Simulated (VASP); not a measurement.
A run of VASP 6.6.1:

Contents of INCAR:

```
  ALGO = Normal
  EDIFF = 1E-6
  ENCUT = 520
  GGA = PE
  ISIF = 2
  ISMEAR = -1
  LASPH = T
  LCHARG = T
  LELF = T
  LREAL = F
  LVHAR = T
  LWAVE = F
  NBANDS = 14
  NELM = 100
  PREC = Accurate
  SIGMA = 0.05
```

The input KPOINTS:

```
k-points
0
Gamma
  9 9 9
```

File POSCAR:

```
HfN
1.0
    2.8437393532      0.0000000000      0.0000000000
    0.0000000000      2.8437393532      0.0000000000
    0.0000000000      0.0000000000      2.8437393532
Hf N
1 1
Direct
    0.5000000000      0.5000000000      0.5000000000
    0.0000000000      0.0000000000      0.0000000000
```

Potentials or basis: VASP PAW PBE potentials, release 64 (Hf_pv, N).

Run with:

```sh
$ cat potpaw_PBE.64/Hf_pv/POTCAR potpaw_PBE.64/N/POTCAR > POTCAR
$ mpirun -np 1 vasp_std > vasp.out
```

Hardware: 1 thread of Intel(R) Xeon(R) 6975P-C (Granite Rapids) (shared host).

Problem. How long does it take, and how much memory?

Solution. It took 4.6 s on 1 thread of Intel(R) Xeon(R) 6975P-C (Granite Rapids), on a shared host, peak memory 0.14 GiB. Counts: scf iterations 12, k points 35.
